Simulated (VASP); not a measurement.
# BaTiO3 in VASP: further runs, part 2 of 2

VASP 6.6.1. The steps go on from the part before.

**4. Electric field gradients, LDA (13.39 Å³/atom)**

This run uses another cell than the first one, of 13.39 Å³/atom.

Input file INCAR:

```
PREC = Accurate
ENCUT = 1000
EDIFF = 1E-8
ISMEAR = -1
SIGMA = 0.05
LREAL = F
LASPH = T
NELM = 120
ALGO = Normal
ISIF = 2
LWAVE = F
LCHARG = F
LEFG = T
NBANDS = 28
GGA_COMPAT = F
```

Input file KPOINTS:

```
Automatic mesh
0
Gamma
  8 8 8
```

Input file POSCAR:

```
BaTiO3
1.0
    4.0600336789      0.0000000000      0.0000000000
    0.0000000000      4.0600336789      0.0000000000
    0.0000000000      0.0000000000      4.0600336789
Ba Ti O
1 1 3
Direct
    0.5000000000      0.5000000000      0.5000000000
    0.0000000000      0.0000000000      0.0000000000
    0.5000000000      0.0000000000      0.0000000000
    0.0000000000      0.5000000000      0.0000000000
    0.0000000000      0.0000000000      0.5000000000
```

Potentials or basis: VASP PAW LDA potentials, release 64 (Ba_sv, Ti_sv, O_h).

Run with:

```sh
cat potpaw_LDA.64/Ba_sv/POTCAR potpaw_LDA.64/Ti_sv/POTCAR potpaw_LDA.64/O_h/POTCAR > POTCAR
mpirun -np 1 vasp_std > vasp.out
```

OUTCAR:

```text
PREC = Accurate
   ENCUT = 1000
   EDIFF = 1E-8
   ISMEAR = -1
   LREAL = F
   LASPH = T
   NELM = 120
   ISIF = 2

 ion  position               nearest neighbor table
   1  0.500  0.500  0.500-   3 2.87   4 2.87   5 2.87   3 2.87   4 2.87   3 2.87   5 2.87   3 2.87
                             4 2.87   5 2.87   4 2.87   5 2.87   2 3.52   2 3.52   2 3.52   2 3.52
   2  0.000  0.000  0.000-   3 2.03   4 2.03   5 2.03   5 2.03   4 2.03   3 2.03   1 3.52   1 3.52
                             1 3.52   1 3.52   1 3.52   1 3.52   1 3.52   1 3.52
   3  0.500  0.000  0.000-   2 2.03   2 2.03   1 2.87   1 2.87   1 2.87   1 2.87
   4  0.000  0.500  0.000-   2 2.03   2 2.03   1 2.87   1 2.87   1 2.87   1 2.87
   5  0.000  0.000  0.500-   2 2.03   2 2.03   1 2.87   1 2.87   1 2.87   1 2.87

  LATTYP: Found a simple cubic cell.
 ALAT       =     4.0600336789

  Lattice vectors:

 A1 = (   4.0600336789,   0.0000000000,   0.0000000000)
 A2 = (   0.0000000000,   4.0600336789,   0.0000000000)
 A3 = (   0.0000000000,   0.0000000000,   4.0600336789)

Analysis of symmetry for initial positions (statically):
=====================================================================
 Subroutine PRICEL returns:
 Original cell was already a primitive cell.

 Routine SETGRP: Setting up the symmetry group for a
 simple cubic supercell.

 Subroutine GETGRP returns: Found 48 space group operations
 (whereof 48 operations were pure point group operations)
 out of a pool of 48 trial point group operations.

The static configuration has the point symmetry O_h .

Analysis of symmetry for dynamics (positions and initial velocities):
=====================================================================
 Subroutine PRICEL returns:
 Original cell was already a primitive cell.

 Routine SETGRP: Setting up the symmetry group for a
 simple cubic supercell.

 Subroutine GETGRP returns: Found 48 space group operations
 (whereof 48 operations were pure point group operations)
 out of a pool of 48 trial point group operations.

The dynamic configuration has the point symmetry O_h .

 Subroutine INISYM returns: Found 48 space group operations
 (whereof 48 operations are pure point group operations),
 and found     1 'primitive' translations

----------------------------------------------------------------------------------------

                                     Primitive cell

  volume of cell :      66.9251

  direct lattice vectors                    reciprocal lattice vectors
     4.060033679  0.000000000  0.000000000     0.246303376  0.000000000  0.000000000
     0.000000000  4.060033679  0.000000000     0.000000000  0.246303376  0.000000000
     0.000000000  0.000000000  4.060033679     0.000000000  0.000000000  0.246303376

  length of vectors
     4.060033679  4.060033679  4.060033679     0.246303376  0.246303376  0.246303376

  position of ions in fractional coordinates (direct lattice)
     0.500000000  0.500000000  0.500000000
     0.000000000  0.000000000  0.000000000
     0.500000000  0.000000000  0.000000000
     0.000000000  0.500000000  0.000000000
     0.000000000  0.000000000  0.500000000

  ion indices of the primitive-cell ions
   primitive index   ion index
                 1           1
[... 98 lines left out ...]
  Fermi-wavevector in a.u.,A,eV,Ry     =   1.379003  2.605938 25.873507  1.901649
  Thomas-Fermi vector in A             =   2.504012
   LORBIT       =      0    0 simple, 1 ext, 2 COOP (PROOUT), +10 PAW based schemes
   GGA     = CA    functional components
   LHFCALC =     F    Hartree Fock is set to
   AEXX    =    0.0000 exact exchange contribution
   IVDW    =     0    specifies the selected vdW correction
   LEPSILON=     F    determine dielectric tensor
   LRPA    =     F    only Hartree local field effects (RPA)
 non-spin polarized calculation
  energy-cutoff  :     1000.00
  volume of cell :       66.93
 maximum number of plane-waves:      4830
 NGX is ok and might be reduce to    42
   NGX = 21   NGY = 21   NGZ = 21

 number of electron      40.0000007 magnetization

 Free energy of the ion-electron system (eV)
  ---------------------------------------------------
  ext. energy  EPLUGINS =         0.00000000
  ---------------------------------------------------
  free energy    TOTEN  =       -43.95514666 eV

  energy without entropy =      -43.95514665  energy(sigma->0) =      -43.95514666

 E-fermi :   4.3445     XC(G=0): -11.5246

 val. band max:        3.5380341676   @ k =   0.5000   0.5000   0.5000
 cond. band min:       5.1192255888   @ k =   0.0000   0.0000   0.0000
 fundamental gap:      1.5811914212
 Fermi energy:         4.3444798399

 k-point     1 :       0.0000    0.0000    0.0000
  band No.  band energies     occupation
      1     -52.5183      2.00000
      2     -29.1091      2.00000
      3     -29.1091      2.00000
      4     -29.1091      2.00000
      5     -21.2133      2.00000
      6     -12.9384      2.00000
[... 733 lines left out ...]
     27      11.4312      0.00000
     28      12.2227      0.00000

 [... further k-points ...]

------------------------ aborting loop because EDIFF is reached ----------------------------------------

  FORCE on cell =-STRESS in cart. coord.  units (eV):
  Direction    XX          YY          ZZ          XY          YZ          ZX
  --------------------------------------------------------------------------------------
  -------------------------------------------------------------------------------------
  Total       -5.4486286     -5.4486286     -5.4486286     -0.0000000      0.0000000     -0.0000000
  in kB     -130.4394270   -130.4394270   -130.4394270     -0.0000000      0.0000000     -0.0000000
  external PRESSURE =    -130.4394270 kB  Pullay stress =       0.0000000 kB

 VOLUME and BASIS-vectors are now :
 -----------------------------------------------------------------------------
  energy-cutoff  :     1000.00
  volume of cell :       66.93
      direct lattice vectors                 reciprocal lattice vectors
     4.060033679  0.000000000  0.000000000     0.246303376  0.000000000  0.000000000
     0.000000000  4.060033679  0.000000000     0.000000000  0.246303376  0.000000000
     0.000000000  0.000000000  4.060033679     0.000000000  0.000000000  0.246303376

 POSITION                                       TOTAL-FORCE (eV/Angst)
 -----------------------------------------------------------------------------------
      2.03002      2.03002      2.03002         0.000000      0.000000      0.000000
      0.00000      0.00000      0.00000         0.000000      0.000000      0.000000
      2.03002      0.00000      0.00000         0.000000      0.000000      0.000000
      0.00000      2.03002      0.00000         0.000000      0.000000      0.000000
      0.00000      0.00000      2.03002         0.000000      0.000000      0.000000
 -----------------------------------------------------------------------------------
    total drift:                                0.000000      0.000000     -0.000000

  FREE ENERGIE OF THE ION-ELECTRON SYSTEM (eV)
  ---------------------------------------------------
  free  energy   TOTEN  =       -43.9551466637 eV

  energy  without entropy=      -43.9551466519  energy(sigma->0) =      -43.95514666

 Electric field gradients (V/A^2)
---------------------------------------------------------------------
 ion       V_xx      V_yy      V_zz      V_xy      V_xz      V_yz
---------------------------------------------------------------------
   1       0.000     0.000    -0.000     0.000    -0.000     0.000
   2       0.000     0.000     0.000     0.000     0.000    -0.000
   3      25.069   -12.534   -12.534    -0.000    -0.000    -0.000
   4     -12.534    25.069   -12.534    -0.000    -0.000    -0.000
   5     -12.534   -12.534    25.069     0.000     0.000     0.000
---------------------------------------------------------------------

 Electric field gradients after diagonalization (V/A^2)
 (convention: |V_zz| > |V_xx| > |V_yy|)
----------------------------------------------------------------------
 ion       V_xx      V_yy      V_zz     asymmetry (V_yy - V_xx)/ V_zz
----------------------------------------------------------------------
   1       0.000     0.000    -0.000       0.096
   2       0.000     0.000     0.000      -0.395
   3     -12.534   -12.534    25.069       0.000
   4     -12.534   -12.534    25.069       0.000
   5     -12.534   -12.534    25.069       0.000
----------------------------------------------------------------------

           NMR quadrupolar parameters

 Cq : quadrupolar parameter    Cq=e*Q*V_zz/h
 eta: asymmetry parameters     (V_yy - V_xx)/ V_zz
 Q  : nuclear electric quadrupole moment in mb (millibarn)
----------------------------------------------------------------------
 ion       Cq(MHz)       eta       Q (mb)
----------------------------------------------------------------------
   1      -0.000       0.096       1.000
   2       0.000      -0.395       1.000
   3       0.061       0.000       1.000
   4       0.061       0.000       1.000
   5       0.061       0.000       1.000
----------------------------------------------------------------------
```

OSZICAR:

```text
N       E                     dE             d eps       ncg     rms          rms(c)
DAV:   1     0.590585452170E+03    0.59059E+03   -0.29443E+04  1960   0.246E+03
DAV:   2     0.530104946450E+02   -0.53757E+03   -0.51435E+03  2052   0.544E+02
DAV:   3    -0.486194273978E+02   -0.10163E+03   -0.96730E+02  2740   0.190E+02
DAV:   4    -0.546108740236E+02   -0.59914E+01   -0.59689E+01  2540   0.453E+01
DAV:   5    -0.548070004408E+02   -0.19613E+00   -0.19594E+00  2996   0.809E+00    0.219E+01
DAV:   6    -0.444109301327E+02    0.10396E+02   -0.57708E+01  2884   0.631E+01    0.105E+01
DAV:   7    -0.442494635487E+02    0.16147E+00   -0.12221E+01  2708   0.243E+01    0.644E+00
DAV:   8    -0.440383312554E+02    0.21113E+00   -0.71869E-01  2356   0.659E+00    0.390E+00
DAV:   9    -0.440032778789E+02    0.35053E-01   -0.62326E-01  2888   0.688E+00    0.203E+00
DAV:  10    -0.439639590970E+02    0.39319E-01   -0.27933E-01  2472   0.469E+00    0.753E-01
DAV:  11    -0.439565664424E+02    0.73927E-02   -0.40355E-02  2372   0.122E+00    0.386E-01
DAV:  12    -0.439553875022E+02    0.11789E-02   -0.97577E-03  2412   0.907E-01    0.128E-01
DAV:  13    -0.439552517872E+02    0.13571E-03   -0.61492E-04  2604   0.214E-01    0.808E-02
DAV:  14    -0.439551476341E+02    0.10415E-03   -0.20470E-04  2732   0.129E-01    0.121E-02
DAV:  15    -0.439551469640E+02    0.67003E-06   -0.17093E-05  2740   0.269E-02    0.575E-03
DAV:  16    -0.439551468485E+02    0.11553E-06   -0.22331E-06  2904   0.105E-02    0.406E-03
DAV:  17    -0.439551466553E+02    0.19326E-06   -0.99416E-07  2416   0.588E-03    0.103E-03
DAV:  18    -0.439551466637E+02   -0.84597E-08   -0.50410E-08  2440   0.179E-03
   1 F= -.43955147E+02 E0= -.43955147E+02  d E =-.118212E-07
```

stdout:

```text
POSCAR found type information on POSCAR BaTiO
 POSCAR found :  3 types and       5 ions
 scaLAPACK will be used
 LDA part: xc-table for (Slater(with rela. corr.)+CA(PZ))
 , standard interpolation
 POSCAR, INCAR and KPOINTS ok, starting setup
 FFT: planning ... GRIDC
 FFT: planning ... GRID_SOFT
 FFT: planning ... GRID
 WAVECAR not read
 entering main loop
ion   1

ion   2

ion   3

ion   4

ion   5
```

Run time: 2.4 min. Hardware: 1 thread of Intel Xeon Platinum 8488C (Sapphire Rapids), shared host; peak memory 0.33 GiB.

What came out:

| Item | Value |
| --- | --- |
| Free energy | -43.9551 eV |
| Pressure | -13.0 GPa |
| Band gap on the k mesh | 1.58 eV (least direct gap 1.76 eV) |
| Largest electric field gradient by atom | Ba +0.0; Ti +0.0; O +25.1 V/Å² |

Electric field gradients, principal values (V/Å²):
| atom | least | middle | greatest (by size) |
| --- | --- | --- | --- |
| 1 Ba | 0.000 | 0.000 | 0.000 |
| 2 Ti | 0.000 | 0.000 | 0.000 |
| 3 O | -12.534 | -12.534 | 25.069 |
| 4 O | -12.534 | -12.534 | 25.069 |
| 5 O | -12.534 | -12.534 | 25.069 |

Caveat: the cell stands under tension; without QUAD_EFG the Cq values of the log hold for a quadrupole moment of 1 mb, not for the nuclei; spin-orbit coupling is left out, which moves the levels of the heavy elements. A k mesh can miss the band edges.

**5. The runs side by side**

| cell | gap on the mesh (eV) | pressure (GPa) |
| --- | --- | --- |
| a = 4.007, b = 4.007, c = 4.087 Å, 5 atoms | 1.58 | -10.3 |
| a = 3.953 Å, 5 atoms | 1.73 | -0.2 |
| a = 4.060 Å, 5 atoms | 1.58 | -13.0 |

Alike in all rows: task electric field gradients; level LDA; potentials or basis VASP PAW LDA potentials, release 64 (Ba_sv, Ti_sv, O_h); no spin polarisation; k mesh 8 × 8 × 8; cutoff (eV) 1000; smearing fermi-dirac 0.05 eV.

Caveats: spin-orbit coupling is left out, which moves the levels of the heavy elements; the cell stands under tension (at least some runs).

Total energies depend on the potentials used, so only differences within one code and one set of settings carry meaning.
